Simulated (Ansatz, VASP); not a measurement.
# One calculation of P, two programs

POSCAR

```
P
1.0
    1.7257251780      0.9963478961      3.2235704125
   -1.7257251780      0.9963478961      3.2235704125
    0.0000000000     -1.9926957921      3.2235704125
P
2
Direct
    0.2270802500      0.2270802500      0.2270802500
    0.7729197500      0.7729197500      0.7729197500
```

File INCAR.step1:

```
PREC     = Accurate       # precision mode
ENCUT    = 520            # plane-wave cutoff, eV
ISMEAR   = 0              # smearing method
SIGMA    = 0.15           # smearing width, eV
LREAL    = False          # projectors in reciprocal space
LASPH    = True           # aspherical terms in the spheres
NELM     = 60             # most SCF steps
NBANDS   = 12             # bands
GGA      = PE             # functional
ALGO     = Normal         # electronic algorithm
EDIFF    = 1E-4           # SCF threshold, eV
LWAVE    = True           # write WAVECAR
LCHARG   = False          # write CHGCAR
```

Contents of INCAR.step2:

```
PREC     = Accurate       # precision mode
ENCUT    = 520            # plane-wave cutoff, eV
EDIFF    = 1E-7           # SCF threshold, eV
ISMEAR   = 0              # smearing method
SIGMA    = 0.15           # smearing width, eV
LREAL    = False          # projectors in reciprocal space
LASPH    = True           # aspherical terms in the spheres
NELM     = 60             # most SCF steps
ALGO     = Normal         # electronic algorithm
ISIF     = 2              # what is computed and relaxed
LWAVE    = False          # write WAVECAR
LCHARG   = False          # write CHGCAR
METAGGA  = R2SCAN         # meta-GGA
LMIXTAU  = True         
NBANDS   = 12             # bands
ISTART   = 1
```

KPOINTS

```
regular mesh
0
Gamma
  18 18 18
```

Input for Ansatz:

```yaml
crystal:
  lattice:
    - [1.725725178, 0.9963478961, 3.2235704125]
    - [-1.725725178, 0.9963478961, 3.2235704125]
    - [0.0, -1.9926957921, 3.2235704125]
  atoms:
    - { symbol: P, position: [0.22708025, 0.22708025, 0.22708025] }
    - { symbol: P, position: [0.77291975, 0.77291975, 0.77291975] }
basis:
  ecutwfc: 500
kpoints:
  mp_grid: { grid: [18, 18, 18] }
hamiltonian:
  xc: r2scan
scf:
  occupations: { method: gaussian, width: 0.15 }
output:
  forces: true
  stress: true
  eigenvalues: true
  write_density: true
  write_potential: true
  elf: true
  volumetric_format: npy
```

Change from the starting cell: strain +0.000 along x and y, +0.030 along z, atoms carried along.

Alike in both runs: task single point; functional r2SCAN; k mesh 18 × 18 × 18; occupations gaussian, width 0.15 eV; no spin polarisation.

|  | VASP | Ansatz |
| --- | --- | --- |
| version | VASP 6.6.1 | Ansatz 0.2.0 |
| potentials or method | VASP PAW PBE potentials, release 64 (P), cutoff 520 eV | scalar-relativistic, plane waves, PAW |
| valence electrons in the cell | 10 | 10 |

VASP gave:

```
gap on the k mesh at the Fermi level (eV)                     : none
pressure (GPa)                                                : -1.9
traceless stress, the component that is largest in VASP (GPa) : -1.20
rms of the force components (eV/Å)                            : 0.188
```

Estimate Ansatz's values.

gap on the k mesh at the Fermi level (eV): none; pressure (GPa): -1.4; traceless stress, the component that is largest in VASP (GPa): -1.31; rms of the force components (eV/Å): 0.138.

VASP's potentials were made for PBE, not for r2SCAN. Atom by atom the forces differ by 0.050 eV/Å (rms over components). A gap of «none» marks a metal or a gap that the smearing closes.
